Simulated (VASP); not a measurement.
A run of VASP 6.6.1:

INCAR

```
ALGO = Normal ; EDIFF = 1E-6
ENCUT = 520 ; GGA = PE
ISIF = 2 ; ISMEAR = 0
LASPH = True ; LCHARG = True
LELF = True ; LREAL = False
LVHAR = True ; LWAVE = False
NBANDS = 52 ; NELM = 100
PREC = Accurate ; SIGMA = 0.1
```

The input KPOINTS:

```
k-points
0
Gamma
  4 4 4
```

POSCAR

```
ZnGeN3
1.0
   -2.6572738700      2.6572738700      3.7579527500
    2.6572738700     -2.6572738700      3.7579527500
    2.6572738700      2.6572738700     -3.7579527500
Zn Ge N
2 2 6
Direct
    0.7500000000      0.2500000000      0.5000000000
    0.2500000000      0.7500000000      0.5000000000
    0.5000000000      0.5000000000      0.0000000000
    0.0000000000      0.0000000000      0.0000000000
    0.2767774400      0.7767774400      0.0535548700
    0.7767774400      0.7232225600      0.5000000000
    0.7500000000      0.7500000000      0.0000000000
    0.7232225600      0.2232225600      0.9464451300
    0.2232225600      0.2767774400      0.5000000000
    0.2500000000      0.2500000000      0.0000000000
```

Potentials or basis: VASP PAW PBE potentials, release 64 (Zn, Ge_d, N).

The run is started by

```bash
$ cat potpaw_PBE.64/Zn/POTCAR potpaw_PBE.64/Ge_d/POTCAR potpaw_PBE.64/N/POTCAR > POTCAR
$ mpirun -np 1 vasp_std > vasp.out
```

Hardware: 1 thread of Intel(R) Xeon(R) 6975P-C (Granite Rapids) (shared host).

Task: Estimate the wall time of this run.

Result: Wall time 96 s on 1 thread of Intel(R) Xeon(R) 6975P-C (Granite Rapids) (shared host), peak memory 0.26 GiB. Counts: scf iterations 16, k points 13.
